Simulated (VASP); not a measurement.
A run of VASP 6.6.1 is set up as follows.

INCAR

```
ALGO     = Normal         # electronic algorithm
EDIFF    = 1E-7           # SCF threshold, eV
ENCUT    = 520            # plane-wave cutoff, eV
GGA      = PE             # functional
ISIF     = 2              # what is computed and relaxed
ISMEAR   = 0              # smearing method
LASPH    = True           # aspherical terms in the spheres
LCHARG   = False          # write CHGCAR
LREAL    = False          # projectors in reciprocal space
LWAVE    = False          # write WAVECAR
NBANDS   = 15             # bands
NELM     = 100            # most SCF steps
PREC     = Accurate       # precision mode
SIGMA    = 0.1            # smearing width, eV
```

The input KPOINTS:

```
k-points
0
Gamma
  6 6 6
```

File POSCAR:

```
CsRe
1.0
    0.0000000000      3.1736828100      3.1736828100
    3.1736828100      0.0000000000      3.1736828100
    3.1736828100      3.1736828100      0.0000000000
Cs Re
1 1
Direct
    0.7500000000      0.7500000000      0.7500000000
    0.0000000000      0.0000000000      0.0000000000
```

Potentials or basis: VASP PAW PBE potentials, release 64 (Cs_sv, Re).

Launch:

```bash
$ cat potpaw_PBE.64/Cs_sv/POTCAR potpaw_PBE.64/Re/POTCAR > POTCAR
$ mpirun -np 1 vasp_std > vasp.out
```

(1) Estimate the band gap on the k mesh.

(2) What does it give for the pressure?

Results:

(1) zero (band 8 reaches 3.61 eV, above the bottom of band 9 at 2.46 eV).

(2) 0.6 GPa.

Caveat: spin-orbit coupling is left out, which moves the levels of the heavy elements.
